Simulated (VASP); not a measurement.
# Cu in VASP: relaxation of the atoms with PBE+D3(BJ)

Aim: the relaxation of the atoms of Cu with PBE+D3(BJ).

Program: VASP 6.6.1. These are calculated values, not measurements. Logs are shortened: lines on timing, memory, paths and dates and some standing lists are left out, and cuts for length are marked.

## 1. The cell of the first run

The cell holds a slab with vacuum, 12 atoms: a = 5.039 Å, b = 5.039 Å, c = 20.115 Å, α = 90.00°, β = 90.00°, γ = 120.00°.

## 2. Relaxation of the atoms, PBE+D3(BJ)

File INCAR:

```
PREC = Accurate
ENCUT = 520
EDIFF = 1E-6
ISMEAR = 0
SIGMA = 0.1
LREAL = False
LASPH = True
NELM = 80
ALGO = Normal
ISIF = 2
LWAVE = False
LCHARG = False
LDIPOL = True
IDIPOL = 3
DIPOL = 0.5 0.5 0.500
GGA = PE
IVDW = 12
IBRION = 2
NSW = 90
EDIFFG = -0.03
```

File KPOINTS:

```
Automatic mesh
0
Gamma
  4 4 1
```

File POSCAR:

```
Cu
1.0
    5.0393684366      0.0000000000      0.0000000000
   -2.5196842183      4.3642210851      0.0000000000
    0.0000000000      0.0000000000     20.1146270985
Cu
12
Selective dynamics
Direct
    0.3333333333      0.1666666667      0.3977205225  F F F
    0.3333333333      0.6666666667      0.3977205225  F F F
    0.8333333333      0.1666666667      0.3977205225  F F F
    0.8333333333      0.6666666667      0.3977205225  F F F
    0.6666666667      0.3333333333      0.5000000000  T T T
    0.6666666667      0.8333333333      0.5000000000  T T T
    0.1666666667      0.3333333333      0.5000000000  T T T
    0.1666666667      0.8333333333      0.5000000000  T T T
    0.0000000000      0.5000000000      0.6022794775  T T T
    0.0000000000      0.0000000000      0.6022794775  T T T
    0.5000000000      0.5000000000      0.6022794775  T T T
    0.5000000000      0.0000000000      0.6022794775  T T T
```

Potentials or basis: VASP PAW PBE potentials, release 64 (Cu).

Started as:

```sh
$ cat potpaw_PBE.64/Cu/POTCAR > POTCAR
$ mpirun -np 1 vasp_std > vasp.out
```

OUTCAR:

```text
PREC = Accurate
   ENCUT = 520
   EDIFF = 1E-6
   ISMEAR = 0
   LREAL = False
   LASPH = True
   NELM = 80
   ISIF = 2
   GGA = PE
   IVDW = 12
   IBRION = 2
   NSW = 90
   EDIFFG = -0.03
 IVDW          = 12

 ion  position               nearest neighbor table
   1  0.333  0.167  0.398-   2 2.52   4 2.52   2 2.52   4 2.52   3 2.52   3 2.52   7 2.52   8 2.52
                             5 2.52
   2  0.333  0.667  0.398-   1 2.52   3 2.52   1 2.52   3 2.52   4 2.52   4 2.52   8 2.52   7 2.52
                             6 2.52
   3  0.833  0.167  0.398-   2 2.52   4 2.52   4 2.52   2 2.52   1 2.52   1 2.52   5 2.52   6 2.52
                             7 2.52
   4  0.833  0.667  0.398-   1 2.52   3 2.52   3 2.52   1 2.52   2 2.52   2 2.52   6 2.52   5 2.52
                             8 2.52
   5  0.667  0.333  0.500-   6 2.52   8 2.52   6 2.52   8 2.52   7 2.52   7 2.52   3 2.52  12 2.52
                             9 2.52   4 2.52   1 2.52  11 2.52
   6  0.667  0.833  0.500-   5 2.52   7 2.52   5 2.52   7 2.52   8 2.52   8 2.52   4 2.52  11 2.52
                            10 2.52   3 2.52   2 2.52  12 2.52
   7  0.167  0.333  0.500-   6 2.52   8 2.52   8 2.52   6 2.52   5 2.52   5 2.52   1 2.52  10 2.52
                            11 2.52   2 2.52   3 2.52   9 2.52
   8  0.167  0.833  0.500-   5 2.52   7 2.52   7 2.52   5 2.52   6 2.52   6 2.52   2 2.52   9 2.52
                            12 2.52   1 2.52   4 2.52  10 2.52
   9  0.000  0.500  0.602-  10 2.52  12 2.52  10 2.52  12 2.52  11 2.52  11 2.52   8 2.52   5 2.52
[... 14 lines left out ...]
 A1 = (   5.0393684366,   0.0000000000,   0.0000000000)
 A2 = (  -2.5196842183,   4.3642210851,   0.0000000000)
 A3 = (   0.0000000000,   0.0000000000,  20.1146270985)

Analysis of symmetry for initial positions (statically):
=====================================================================
 Subroutine PRICEL returns following result:

  LATTYP: Found a hexagonal cell.
 ALAT       =     2.5196842183
 C/A-ratio  =     7.9829952311
[... 12 lines left out ...]
 Subroutine GETGRP returns: Found 12 space group operations
 (whereof  6 operations were pure point group operations)
 out of a pool of 24 trial point group operations.

The static configuration has the point symmetry C_3v.
 The point group associated with its full space group is D_3d.

Analysis of symmetry for dynamics (positions and initial velocities):
=====================================================================
 Subroutine PRICEL returns following result:

  LATTYP: Found a hexagonal cell.
 ALAT       =     2.5196842183
 C/A-ratio  =     7.9829952311
[... 12 lines left out ...]
 Subroutine GETGRP returns: Found 12 space group operations
 (whereof  6 operations were pure point group operations)
 out of a pool of 24 trial point group operations.

The dynamic configuration has the point symmetry C_3v.
 The point group associated with its full space group is D_3d.

Analysis of constrained symmetry for selective dynamics:
=====================================================================
 Subroutine PRICEL returns following result:
[... 120 lines left out ...]
     AMIX     =   0.40;   BMIX     =  1.00
     AMIX_MAG =   1.60;   BMIX_MAG =  1.00
  volume/ion in A,a.u.               =      36.86       248.78
  Fermi-wavevector in a.u.,A,eV,Ry     =   1.093959  2.067283 16.282733  1.196747
  Thomas-Fermi vector in A             =   2.230255
   LORBIT       =      0    0 simple, 1 ext, 2 COOP (PROOUT), +10 PAW based schemes
   GGA     = PE    functional components
   LHFCALC =     F    Hartree Fock is set to
   AEXX    =    0.0000 exact exchange contribution
   IVDW    =    12    specifies the selected vdW correction
   LEPSILON=     F    determine dielectric tensor
   LRPA    =     F    only Hartree local field effects (RPA)
 conjugate gradient relaxation of ions
 non-spin polarized calculation
 Gauss-broadening in eV      SIGMA  =   0.10
  energy-cutoff  :      520.00
  volume of cell :      442.38
 maximum number of plane-waves:     11943
 NGX is ok and might be reduce to    40
   NGX = 19   NGY = 19   NGZ = 75

--------------------------------------- Ionic step        1  -------------------------------------------

 number of electron     131.9999984 magnetization

 Free energy of the ion-electron system (eV)
  ---------------------------------------------------
  ext. energy  EPLUGINS =         0.00000000
  ---------------------------------------------------
  free energy    TOTEN  =       -40.90267005 eV

  energy without entropy =      -40.81063103  energy(sigma->0) =      -40.85665054

------------------------ aborting loop because EDIFF is reached ----------------------------------------

 Edisp (eV)   -4.75046

 E8    (eV) :    -2.1398
[... 285 lines left out ...]
  FREE ENERGIE OF THE ION-ELECTRON SYSTEM (eV)
  ---------------------------------------------------
  free  energy   TOTEN  =       -45.6583650617 eV

  energy  without entropy=      -45.5700556498  energy(sigma->0) =      -45.61421036

 dipolmoment           0.000000      0.000000     -0.001023 electrons x Angstroem

--------------------------------------- Ionic step        7  -------------------------------------------

 number of electron     131.9999959 magnetization

 dipolmoment           0.000000      0.000000      0.000287 electrons x Angstroem

 Free energy of the ion-electron system (eV)
  ---------------------------------------------------
  ext. energy  EPLUGINS =         0.00000000
  ---------------------------------------------------
  free energy    TOTEN  =       -40.93651649 eV

  energy without entropy =      -40.85100247  energy(sigma->0) =      -40.89375948

 E-fermi :  -0.8136     XC(G=0):  -4.9481

 val. band max:       -0.8796027459   @ k =   0.2500   0.2500   0.0000
 cond. band min:      -0.8123755753   @ k =   0.2500   0.0000   0.0000
 fundamental gap:      0.0672271707
 Fermi energy:        -0.8136106676

 k-point     1 :       0.0000    0.0000    0.0000
  band No.  band energies     occupation
      1      -9.6655      2.00000
      2      -7.6729      2.00000
      3      -6.1890      2.00000
      4      -5.7234      2.00000
      5      -5.7234      2.00000
      6      -5.7234      2.00000
[... 313 lines left out ...]
     77       4.7609      0.00000
     78       5.4837      0.00000
 [bands above 78 left out]

------------------------ aborting loop because EDIFF is reached ----------------------------------------

 vacuum level on the upper side and lower side of the slab       (xc-potential included)        -0.284        -0.274

 Edisp (eV)   -4.72222

 E8    (eV) :    -2.1259

  FORCE on cell =-STRESS in cart. coord.  units (eV):
  Direction    XX          YY          ZZ          XY          YZ          ZX
  --------------------------------------------------------------------------------------
  -------------------------------------------------------------------------------------
  Total      -4.14280    -4.14280    -0.36558     0.00000     0.00000    -0.00000
  in kB     -15.00410   -15.00410    -1.32403     0.00000     0.00000    -0.00000
  external pressure =      -10.44 kB  Pullay stress =        0.00 kB
[... 27 lines left out ...]
  FREE ENERGIE OF THE ION-ELECTRON SYSTEM (eV)
  ---------------------------------------------------
  free  energy   TOTEN  =       -45.6587351997 eV

  energy  without entropy=      -45.5732211796  energy(sigma->0) =      -45.61597819

 reached required accuracy - stopping structural energy minimisation

 vacuum level on the upper side and lower side of the slab         3.800         3.813
```

Run time: 15 min. Hardware: 1 thread of AMD EPYC 9R45 (Zen 5), shared host; peak memory 0.57 GiB.

What came out:

```yaml
Free_energy: -45.6587 eV
Energy_gained_by_relaxing: 0.5 meV/atom
Ionic_steps: 7
Band_gap_on_the_k_mesh: zero (bands 66 and 67 overlap by 0.10 eV)
Dispersion_energy_per_atom: -0.394 eV
```

Step by step:
| step | energy change (eV) | largest force on free atoms (eV/Å) | pressure (GPa) |
| --- | --- | --- | --- |
| 1 | 0.0000 | 0.0730 | -0.64 |
| 2 | -0.0009 | 0.0594 | -0.70 |
| 3 | -0.0026 | 0.0598 | -0.76 |
| 4 | -0.0027 | 0.0786 | -0.82 |
| 5 | -0.0035 | 0.0679 | -0.84 |
| 6 | -0.0052 | 0.0363 | -0.93 |
| 7 | -0.0056 | 0.0243 | -1.04 |

Final structure:
```
Cu
1.0
     5.03937    0.00000    0.00000
    -2.51968    4.36422    0.00000
     0.00000    0.00000   20.11463
Cu
12
Cartesian
  1.2598 0.7274 8.0000
  0.0000 2.9095 8.0000
  3.7795 0.7274 8.0000
  2.5197 2.9095 8.0000
  2.5197 1.4547 10.0846
  1.2598 3.6369 10.0846
  0.0000 1.4547 10.0846
  -1.2598 3.6369 10.0846
  -1.2598 2.1821 12.1632
  0.0000 0.0000 12.1632
  1.2598 2.1821 12.1632
  2.5197 0.0000 12.1632
```

Levels at points of the mesh, in eV from the Fermi level:
```tsv
k point	band 60	band 61	band 62	band 63	band 64	band 65	band 66	band 67	band 68	band 69
(0.00, 0.00, 0.00)	-1.40	-1.39	-1.39	-1.39	-0.19	0.02	0.02	0.02	1.19	1.19
(0.50, 0.00, 0.00)	-1.68	-1.65	-1.65	-1.56	-1.56	0.03	0.03	0.27	0.27	1.19
```
